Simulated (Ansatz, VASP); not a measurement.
**One calculation of Ba, two programs**

INCAR

```
SYSTEM = Ba
ALGO = Normal ; EDIFF = 1E-6
ENCUT = 520 ; GGA = PE
ISIF = 2 ; ISMEAR = -1
LASPH = .True. ; LCHARG = .False.
LREAL = .False. ; LWAVE = .False.
NBANDS = 28 ; NELM = 80
PREC = Accurate ; SIGMA = 0.05
```

The input KPOINTS:

```
k-points
0
Gamma
  9 9 1
  0 0 0
```

Contents of POSCAR:

```
Ba
1.0
    4.3517731883      0.0000000000      0.0000000000
   -1.4505910628      4.1028911088      0.0000000000
    0.0000000000      0.0000000000     30.6596000000
Ba
4
Direct
    0.2500000000      0.2500000000      0.3286839786
    0.7500000000      0.7500000000      0.4417403475
    0.2500000000      0.2500000000      0.5582597523
    0.7500000000      0.7500000000      0.6713159209
```

Input for Ansatz:

```yaml
crystal:
  lattice:
    - [4.3517731883, 0.0, 0.0]
    - [-1.4505910628, 4.1028911088, 0.0]
    - [0.0, 0.0, 30.6596]
  atoms:
    - { symbol: Ba, position: [0.25, 0.25, 0.3286839786] }
    - { symbol: Ba, position: [0.75, 0.75, 0.4417403475] }
    - { symbol: Ba, position: [0.25, 0.25, 0.5582597523] }
    - { symbol: Ba, position: [0.75, 0.75, 0.6713159209] }
kpoints:
  mp_grid: { grid: [9, 9, 1] }
scf:
  occupations: { method: fermi_dirac, width: 0.05 }
hamiltonian:
  xc: pbe
  pseudopotentials: { kind: paw }
output:
  forces: true
  stress: true
  eigenvalues: true
  core_levels:
    shells: { Ba: ["3d"] }
    counted_from: fermi_level
    add_spin: false
```

Alike in both runs: task single point; functional PBE; k mesh 9 × 9 × 1; occupations fermi-dirac, width 0.05 eV; no spin polarisation.

|  | VASP | Ansatz |
| --- | --- | --- |
| version | VASP 6.6.1 | Ansatz 0.2.0 |
| potentials or method | VASP PAW PBE potentials, release 64 (Ba_sv) | PAW with Ansatz's default frozen-core files, scalar-relativistic |
| plane-wave cutoff (eV) | 520 | 420 |
| valence electrons in the cell | 40 | 40 |

Ansatz gave:

- rms of the force components (eV/Å): 0.002

Task: Estimate VASP's values.

Result: rms of the force components (eV/Å): 0.004.

Atom by atom the forces differ by 0.003 eV/Å (rms over components). The functional is the same, so the differences come from potentials, cutoffs and numerics. Ansatz's warnings: structure snapped to symmetry.

Neither program's run includes spin-orbit coupling.
